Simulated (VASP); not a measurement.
The system is Sc.

```
Sc
1.0
     0.00000    2.26000    2.26000
     2.26000    0.00000    2.26000
     2.26000    2.26000    0.00000
Sc
1
Direct
  0.00000 0.00000 0.00000
```

Base run:

```yaml
Program: VASP 6.6.1
Functional: BLYP
Potentials_or_basis: VASP PAW PBE potentials, release 64 (Sc_sv)
Cutoff: 520 eV
k_mesh: 13 × 13 × 13
Occupations: gaussian, width 0.1 eV
Spin: no spin polarisation
```

Its results: pressure 4.3 GPa.

The run is repeated on the same cell with these changes: functional from BLYP to PBEsol. What comes out?

Pressure 1.1 GPa.

PBEsol binds more tightly than BLYP, so the same cell stands under less pressure.

Caveats: the PAW data sets were made with another functional, which shifts forces and pressure a little.
